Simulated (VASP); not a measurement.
Here is a VASP 6.6.1 calculation.

Contents of INCAR:

```
PREC = Accurate
ENCUT = 520
EDIFF = 1E-6
ISMEAR = -1
SIGMA = 0.05
LREAL = False
LASPH = True
NELM = 100
ALGO = Normal
ISIF = 2
LWAVE = False
LCHARG = True
LELF = True
LVHAR = True
NBANDS = 20
```

KPOINTS

```
Automatic mesh
0
Gamma
  7 7 4
```

Contents of POSCAR:

```
Tl
1.0
    3.4560000000      0.0000000000      0.0000000000
   -1.7280000000      2.9929837955      0.0000000000
    0.0000000000      0.0000000000      5.5250000000
Tl
2
Direct
    0.6666666667      0.3333333333      0.7500000000
    0.3333333333      0.6666666667      0.2500000000
```

Potentials or basis: VASP PAW LDA potentials, release 64 (Tl_d).

Run with:

```bash
$ cat potpaw_LDA.64/Tl_d/POTCAR > POTCAR
$ mpirun -np 1 vasp_std > vasp.out
```

(1) Predict the pressure.

(2) What does it give for the band gap on the k mesh?

## Answers

(1) -1.6 GPa.

(2) zero (bands 13 and 14 overlap by 5.41 eV).

Caveat: spin-orbit coupling is left out, which moves the levels of the heavy elements.
